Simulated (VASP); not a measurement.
A run of VASP 6.6.1 is set up as follows.

INCAR

```
ALGO = Normal ; EDIFF = 1E-6
ENCUT = 1300 ; GGA = CA
GGA_COMPAT = False ; ISIF = 2
ISMEAR = 0 ; LASPH = True
LCHARG = True ; LELF = True
LREAL = False ; LVHAR = True
LWAVE = False ; NBANDS = 11
NELM = 120 ; PREC = Accurate
SIGMA = 0.05
```

Contents of KPOINTS:

```
k-points
0
Gamma
  12 12 12
```

File POSCAR:

```
C
1.0
    0.0000000000      1.8232640915      1.6960002579
    1.8232640915      0.0000000000      1.6960002579
    1.8232640915      1.8232640915      0.0000000000
C
2
Direct
    0.5000000000      0.5000000000      0.5000000000
    0.7500000000      0.7500000000      0.7500000000
```

Potentials or basis: VASP PAW LDA potentials, release 64 (C_h).

Command:

```sh
$ cat potpaw_LDA.64/C_h/POTCAR > POTCAR
$ mpirun -np 1 vasp_std > vasp.out
```

Q: Estimate the band gap on the k mesh.

A: 2.37 eV (least direct gap 4.35 eV).

Q: Estimate the pressure.

A: -9.6 GPa.

Stress tensor (GPa, compression positive):
```
-30.40   0.00   0.00
  0.00 -30.40   0.00
  0.00   0.00  31.94
```

Caveat: the stress differs along the axes, from -30 to 32 GPa. As with any semilocal functional, this LDA gap is likely too small.
